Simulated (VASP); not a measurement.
Input of a VASP 6.6.1 run:

INCAR

```
ALGO = Normal
EDIFF = 1E-6
ENCUT = 520
GGA = PE
ISIF = 2
ISMEAR = -1
ISPIN = 2
LASPH = True
LCHARG = False
LMAXMIX = 4
LORBIT = 11
LREAL = False
LWAVE = False
MAGMOM = 1.5 1.5
NBANDS = 24
NELM = 150
PREC = Accurate
SIGMA = 0.28
```

KPOINTS

```
k-points
0
Gamma
  18 18 10
```

File POSCAR:

```
V
1.0
    2.6125220544      0.0000000000      0.0000000000
   -1.3062610272      2.2625104670      0.0000000000
    0.0000000000      0.0000000000      4.6879038651
V
2
Direct
    0.3333333333      0.6666666667      0.2500000000
    0.6666666667      0.3333333333      0.7500000000
```

Potentials or basis: VASP PAW PBE potentials, release 64 (V_sv).

Launch:

```sh
$ cat potpaw_PBE.64/V_sv/POTCAR > POTCAR
$ mpirun -np 1 vasp_std > vasp.out
```

**Question.** What does it give for the net moment?

**Answer.** 0.00 μB per cell.

**Question.** Predict the pressure.

**Answer.** 2.9 GPa.

Stress tensor (GPa, compression positive):
```
4.07 0.00 0.00
0.00 4.07 0.00
0.00 0.00 0.55
```

Caveat: so wide a smearing shifts energies and pressures; the moments typed at the start vanished in this run.
